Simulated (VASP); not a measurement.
A run of VASP 6.6.1 is set up as follows.

The input INCAR:

```
  PREC = Accurate
  ENCUT = 500
  EDIFF = 1E-6
  ISMEAR = 0
  SIGMA = 0.1
  LREAL = False
  LASPH = True
  NELM = 120
  ALGO = Normal
  ISIF = 2
  LWAVE = False
  LCHARG = False
  NBANDS = 8
  GGA_COMPAT = False
```

KPOINTS

```
Automatic mesh
0
Gamma
  14 14 14
```

File POSCAR:

```
Sb
1.0
    2.9474464531      0.0000000000      0.0000000000
    0.0000000000      2.9474464531      0.0000000000
    0.0000000000      0.0000000000      2.9474464531
Sb
1
Direct
    0.0000000000      0.0000000000      0.0000000000
```

Potentials or basis: VASP PAW LDA potentials, release 64 (Sb).

Launch:

```sh
$ cat potpaw_LDA.64/Sb/POTCAR > POTCAR
$ mpirun -np 1 vasp_std > vasp.out
```

Q: Predict the pressure.

A: 7.8 GPa.

Q: Predict the band gap on the k mesh.

A: Zero (an odd number of electrons rules out a gap without spin polarisation).

Caveat: the cell stands under pressure; spin-orbit coupling is left out, which moves the levels of the heavy elements.
